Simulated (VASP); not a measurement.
# TiSi2 (P-1) in VASP: single point with PBE

Aim: the single point of TiSi2 with PBE.

Everything below comes from runs of VASP 6.6.1. Logs are shortened: lines on timing, memory, paths and dates and some standing lists are left out, and cuts for length are marked.

**1. The cell of the first run**

The typed cell holds 6 atoms: a = 5.839 Å, b = 4.823 Å, c = 4.699 Å, α = 78.34°, β = 54.71°, γ = 52.73°.

**2. Single point, PBE (equal xy, yz and zx shear strains of -3 %)**

File INCAR:

```
PREC = Accurate
ENCUT = 520
EDIFF = 1E-7
ISMEAR = -1
SIGMA = 0.08
LREAL = False
LASPH = True
NELM = 100
ALGO = Normal
ISIF = 2
LWAVE = False
LCHARG = False
GGA = PE
NBANDS = 29
```

File KPOINTS:

```
Automatic mesh
0
Gamma
  8 8 8
```

File POSCAR:

```
TiSi2
1.0
   -0.1256925000      4.0540775000      4.1997300000
    2.3225775000     -0.0997200000      4.2257025000
    2.3247300000      4.0822025000     -0.0975675000
Ti Si
2 4
Direct
    0.7500000000      0.7500000000      0.7500000000
    0.5000000000      0.5000000000      0.5000000000
    0.0830000000      0.4170000000      0.0830000000
    0.4170000000      0.0830000000      0.4170000000
    0.1670000000      0.8330000000      0.1670000000
    0.8330000000      0.1670000000      0.8330000000
```

Potentials or basis: VASP PAW PBE potentials, release 64 (Ti_sv, Si).

Run with:

```sh
> cat potpaw_PBE.64/Ti_sv/POTCAR potpaw_PBE.64/Si/POTCAR > POTCAR
> mpirun -np 1 vasp_std > vasp.out
```

OUTCAR:

```text
PREC = Accurate
   ENCUT = 520
   EDIFF = 1E-7
   ISMEAR = -1
   LREAL = False
   LASPH = True
   NELM = 100
   ISIF = 2
   GGA = PE

 ion  position               nearest neighbor table
   1  0.750  0.750  0.750-   6 2.48   6 2.53   5 2.56   5 2.57   3 2.72   4 2.72   4 2.74   3 2.74
                             3 2.79   4 2.79
   2  0.500  0.500  0.500-   4 2.48   4 2.53   3 2.56   3 2.57   5 2.72   6 2.72   6 2.74   5 2.74
                             5 2.79   6 2.79
   3  0.083  0.417  0.083-   5 2.48   5 2.54   2 2.56   2 2.57   4 2.72   1 2.72   1 2.74   4 2.75
                             4 2.79   1 2.79   6 3.11
   4  0.417  0.083  0.417-   2 2.48   2 2.53   6 2.56   6 2.58   3 2.72   1 2.72   1 2.74   3 2.75
                             3 2.79   1 2.79   5 3.11
   5  0.167  0.833  0.167-   3 2.48   3 2.54   1 2.56   1 2.57   6 2.72   2 2.72   2 2.74   6 2.75
                             6 2.79   2 2.79   4 3.11
   6  0.833  0.167  0.833-   1 2.48   1 2.53   4 2.56   4 2.58   5 2.72   2 2.72   2 2.74   5 2.75
                             5 2.79   2 2.79   3 3.11

  Warning from LATTYP: Got some problem with cell dimensions!
  Tried to take original basis but could not verify dimensions!
  LATTYP: Found a triclinic cell.
 ALAT       =     5.8385850215
 B/A-ratio  =     1.9520314566
 C/A-ratio  =     0.8472825309
 COS(alpha) =     0.0001647872
 COS(beta)  =     0.6315624728
 COS(gamma) =     0.7325467649

  Lattice vectors:

 A1 = (   0.1256925000,  -4.0540775000,  -4.1997300000)
 A2 = (  -6.9720375000,  -8.0646850000,  -4.0305675000)
 A3 = (   2.4504225000,   0.0281250000,  -4.2972975000)

Analysis of symmetry for initial positions (statically):
=====================================================================
 Subroutine PRICEL returns:
 Original cell was already a primitive cell.

 Routine SETGRP: Setting up the symmetry group for a
 triclinic supercell.

 Subroutine GETGRP returns: Found  2 space group operations
 (whereof  1 operations were pure point group operations)
 out of a pool of  2 trial point group operations.

The static configuration has the point symmetry C_1 .
 The point group associated with its full space group is S_2 .

Analysis of symmetry for dynamics (positions and initial velocities):
=====================================================================
 Subroutine PRICEL returns:
 Original cell was already a primitive cell.

 Routine SETGRP: Setting up the symmetry group for a
 triclinic supercell.

 Subroutine GETGRP returns: Found  2 space group operations
 (whereof  1 operations were pure point group operations)
 out of a pool of  2 trial point group operations.

The dynamic configuration has the point symmetry C_1 .
 The point group associated with its full space group is S_2 .

 Subroutine INISYM returns: Found  2 space group operations
 (whereof  1 operations are pure point group operations),
 and found     1 'primitive' translations

----------------------------------------------------------------------------------------

                                     Primitive cell

  volume of cell :      83.7036

  direct lattice vectors                    reciprocal lattice vectors
    -0.125692500  4.054077500  4.199730000    -0.205970183  0.120069227  0.116041064
     2.322577500 -0.099720000  4.225702500     0.209545306 -0.116494104  0.118725347
     2.324730000  4.082202500 -0.097567500     0.209669888  0.122878092 -0.112341359

  length of vectors
     5.838585022  4.822952616  4.698751562     0.265152530  0.267536576  0.267733204

  position of ions in fractional coordinates (direct lattice)
     0.750000000  0.750000000  0.750000000
     0.500000000  0.500000000  0.500000000
     0.083000000  0.417000000  0.083000000
     0.417000000  0.083000000  0.417000000
     0.167000000  0.833000000  0.167000000
     0.833000000  0.167000000  0.833000000

  ion indices of the primitive-cell ions
   primitive index   ion index
                 1           1
                 2           2
                 3           3
                 4           4
                 5           5
                 6           6

----------------------------------------------------------------------------------------

 KPOINTS: Automatic mesh

Automatic generation of k-mesh.
 Grid dimensions read from file:
 generate k-points for:    8    8    8

 Generating k-lattice:

  Cartesian coordinates                     Fractional coordinates (reciprocal lattice)
    -0.025746273  0.015008653  0.014505133     0.125000000  0.000000000 -0.000000000
     0.026193163 -0.014561763  0.014840668     0.000000000  0.125000000  0.000000000
     0.026208736  0.015359762 -0.014042670     0.000000000 -0.000000000  0.125000000

  Length of vectors
     0.033144066  0.033442072  0.033466651

  Shift w.r.t. Gamma in fractional coordinates (k-lattice)
     0.000000000  0.000000000  0.000000000

 Subroutine IBZKPT returns following result:
 ===========================================

 Found    260 irreducible k-points:

 Following reciprocal coordinates:
            Coordinates               Weight
  0.000000  0.000000  0.000000      1.000000
  0.125000  0.000000  0.000000      2.000000
  0.250000  0.000000  0.000000      2.000000
  0.375000  0.000000 -0.000000      2.000000
  0.500000  0.000000  0.000000      1.000000
  0.000000  0.125000 -0.000000      2.000000
[... 16 lines left out ...]
  0.125000  0.375000 -0.000000      2.000000
  0.250000  0.375000 -0.000000      2.000000
 [... further k-points ...]
   k-points           NKPTS =    260   k-points in BZ     NKDIM =    260   number of bands    NBANDS=     29
   number of dos      NEDOS =    301   number of ions     NIONS =      6
   total plane-waves  NPLWV =  62208
   dimension x,y,z NGX =    48 NGY =   36 NGZ =   36
   dimension x,y,z NGXF=    96 NGYF=   72 NGZF=   72
   ions per type =               2   4
   NGX,Y,Z   is equivalent  to a cutoff of  13.67, 12.41, 12.74 a.u.
   NGXF,Y,Z  is equivalent  to a cutoff of  27.33, 24.82, 25.47 a.u.
 SYSTEM =  unknown system
   PREC   = accura    normal or accurate (medium, high low for compatibility)
   ISTART =      0    job   : 0-new  1-cont  2-samecut
   ICHARG =      2    charge: 1-file 2-atom 10-const
   ISPIN  =      1    spin polarized calculation?
   LNONCOLLINEAR =      F non collinear calculations
   LSORBIT =      F    spin-orbit coupling
   LASPH  =      T    aspherical Exc in radial PAW
   ENCUT  =  520.0 eV  38.22 Ry    6.18 a.u.  10.86  8.97  8.74*2*pi/ulx,y,z
   NELM   =    100;   NELMIN=  2; NELMDL= -5     # of ELM steps
   EDIFF  = 0.1E-06   stopping-criterion for ELM
   LREAL  =      F    real-space projection
   EDIFFG = 0.1E-05   stopping-criterion for IOM
   NSW    =      0    number of steps for IOM
   IBRION =     -1    ionic relax: 0-MD 1-quasi-New 2-CG
   NFREE  =      0    steps in history (QN), initial steepest desc. (CG)
   ISIF   =      2    stress and relaxation
   ISYM   =      2    0-nonsym 1-usesym 2-fastsym
   POTIM  = 0.5000    time-step for ionic-motion
   TEBEG  =    0.0;   TEEND  =   0.0 temperature during run
   PSTRESS=    0.0 pullay stress
   NELECT =      40.0000    total number of electrons
   NUPDOWN=      -1.0000    fix difference up-down
   EMIN   =  10.00;   EMAX   =-10.00  energy-range for DOS
   EFERMI =   0.00;   METHOD = LEGACY
   ISMEAR =    -1;   SIGMA  =   0.08  broadening in eV -4-tet -1-fermi 0-gaus
   EFERMI_NEDOS =   21; number of points for ismear=-14 and -15
   IALGO  =     38    algorithm
   IMIX   =      4    mixing-type and parameters
     AMIX     =   0.40;   BMIX     =  1.00
     AMIX_MAG =   1.60;   BMIX_MAG =  1.00
  volume/ion in A,a.u.               =      13.95        94.14
  Fermi-wavevector in a.u.,A,eV,Ry     =   1.279912  2.418683 22.288722  1.638175
  Thomas-Fermi vector in A             =   2.412370
   LORBIT       =      0    0 simple, 1 ext, 2 COOP (PROOUT), +10 PAW based schemes
   GGA     = PE    functional components
   LHFCALC =     F    Hartree Fock is set to
   AEXX    =    0.0000 exact exchange contribution
   IVDW    =     0    specifies the selected vdW correction
   LEPSILON=     F    determine dielectric tensor
   LRPA    =     F    only Hartree local field effects (RPA)
 non-spin polarized calculation
  energy-cutoff  :      520.00
  volume of cell :       83.70
 maximum number of plane-waves:      2274
 NGX is ok and might be reduce to    48
   NGX = 21   NGY = 17   NGZ = 17

 number of electron      40.0000002 magnetization

 Free energy of the ion-electron system (eV)
  ---------------------------------------------------
  ext. energy  EPLUGINS =         0.00000000
  ---------------------------------------------------
  free energy    TOTEN  =       -40.61460145 eV

  energy without entropy =      -40.57078001  energy(sigma->0) =      -40.59269073

 E-fermi :  10.2380     XC(G=0): -11.7456

 val. band max:       10.2332835953   @ k =   0.1250   0.3750   0.5000
 cond. band min:      10.2386876754   @ k =  -0.1250   0.3750   0.1250
 fundamental gap:      0.0054040801
 Fermi energy:        10.2379837130

 k-point     1 :       0.0000    0.0000    0.0000
  band No.  band energies     occupation
      1     -46.0244      2.00000
      2     -45.9949      2.00000
      3     -22.4147      2.00000
      4     -22.3964      2.00000
      5     -22.3183      2.00000
      6     -22.3113      2.00000
[... 21 lines left out ...]
     28      13.9233      0.00000
     29      14.1429      0.00000

 k-point     2 :       0.1250    0.0000    0.0000
  band No.  band energies     occupation
      1     -46.0235      2.00000
      2     -45.9957      2.00000
      3     -22.4134      2.00000
      4     -22.3963      2.00000
      5     -22.3222      2.00000
      6     -22.3108      2.00000
[... 21 lines left out ...]
     28      14.0006      0.00000
     29      14.2556      0.00000

 k-point     3 :       0.2500    0.0000    0.0000
  band No.  band energies     occupation
      1     -46.0213      2.00000
      2     -45.9979      2.00000
      3     -22.4125      2.00000
      4     -22.3929      2.00000
      5     -22.3328      2.00000
      6     -22.3088      2.00000
[... 21 lines left out ...]
     28      14.2161      0.00000
     29      14.4808      0.00000

 k-point     4 :       0.3750    0.0000   -0.0000
  band No.  band energies     occupation
      1     -46.0185      2.00000
      2     -46.0005      2.00000
      3     -22.4142      2.00000
      4     -22.3855      2.00000
      5     -22.3458      2.00000
      6     -22.3048      2.00000
[... 21 lines left out ...]
     28      14.5580      0.00000
     29      14.7641      0.00000

 k-point     5 :       0.5000    0.0000    0.0000
  band No.  band energies     occupation
      1     -46.0171      2.00000
      2     -46.0019      2.00000
      3     -22.4151      2.00000
      4     -22.3808      2.00000
      5     -22.3528      2.00000
      6     -22.3023      2.00000
[... 21 lines left out ...]
     28      14.7557      0.00000
     29      14.8954      0.00000
[... 510 lines left out ...]
     28      14.2700      0.00000
     29      14.9616      0.00000

 k-point    22 :       0.0000    0.3750   -0.0000
  band No.  band energies     occupation
      1     -46.0191      2.00000
      2     -45.9999      2.00000
      3     -22.4186      2.00000
      4     -22.3854      2.00000
      5     -22.3505      2.00000
      6     -22.3073      2.00000
[... 21 lines left out ...]
     28      14.3028      0.00000
     29      14.8272      0.00000

 k-point    23 :       0.1250    0.3750   -0.0000
  band No.  band energies     occupation
      1     -46.0191      2.00000
      2     -46.0000      2.00000
      3     -22.4131      2.00000
      4     -22.3819      2.00000
      5     -22.3522      2.00000
      6     -22.3074      2.00000
[... 21 lines left out ...]
     28      14.3709      0.00000
     29      14.5645      0.00000

 k-point    24 :       0.2500    0.3750   -0.0000
  band No.  band energies     occupation
      1     -46.0177      2.00000
      2     -46.0014      2.00000
      3     -22.4005      2.00000
      4     -22.3800      2.00000
      5     -22.3535      2.00000
      6     -22.3186      2.00000
[... 21 lines left out ...]
     28      14.3105      0.00000
     29      14.4149      0.00000

 [... further k-points ...]
[... 5 lines left out ...]
  --------------------------------------------------------------------------------------
  -------------------------------------------------------------------------------------
  Total        1.7611082      1.0572190      1.3870427      2.0821803      1.5087787      2.4914702
  in kB       33.7095177     20.2363159     26.5494980     39.8551851     28.8796572     47.6894363
  external PRESSURE =      26.8317772 kB  Pullay stress =       0.0000000 kB

 VOLUME and BASIS-vectors are now :
 -----------------------------------------------------------------------------
  energy-cutoff  :      520.00
  volume of cell :       83.70
      direct lattice vectors                 reciprocal lattice vectors
    -0.125692500  4.054077500  4.199730000    -0.205970183  0.120069227  0.116041064
     2.322577500 -0.099720000  4.225702500     0.209545306 -0.116494104  0.118725347
     2.324730000  4.082202500 -0.097567500     0.209669888  0.122878092 -0.112341359

 POSITION                                       TOTAL-FORCE (eV/Angst)
 -----------------------------------------------------------------------------------
      3.39121      6.02742      6.24590        -0.201488     -0.207346     -0.208022
      2.26081      4.01828      4.16393         0.201488      0.207346      0.208022
      1.15103      0.63373      2.10260        -0.081821      0.107277     -0.009244
      1.10977      3.38455      2.06134        -0.091326     -0.294174     -0.204007
      2.30195      1.27569      4.20507         0.081821     -0.107277      0.009244
      2.21967      6.76087      4.12279         0.091326      0.294174      0.204007
 -----------------------------------------------------------------------------------
    total drift:                               -0.000000     -0.000000      0.000000

  FREE ENERGIE OF THE ION-ELECTRON SYSTEM (eV)
  ---------------------------------------------------
  free  energy   TOTEN  =       -40.6146014539 eV

  energy  without entropy=      -40.5707800071  energy(sigma->0) =      -40.59269073
```

Run time: 7.5 min. Hardware: 1 thread of Intel Xeon 6975P-C (Granite Rapids), shared host; peak memory 0.61 GiB.

What came out:

| Property | Result |
| --- | --- |
| Free energy | -40.6146 eV |
| Pressure | 2.7 GPa |
| Largest force | 0.369 eV/Å |
| Band gap on the k mesh | zero (bands 20 and 21 overlap by 1.77 eV) |

Forces on the atoms (eV/Å):
```
Ti  -0.201 -0.207 -0.208
Ti   0.201  0.207  0.208
Si  -0.082  0.107 -0.009
Si  -0.091 -0.294 -0.204
Si   0.082 -0.107  0.009
Si   0.091  0.294  0.204
```

Caveat: the cell differs from its parent crystal (equal xy, yz and zx shear strains of -3 %).
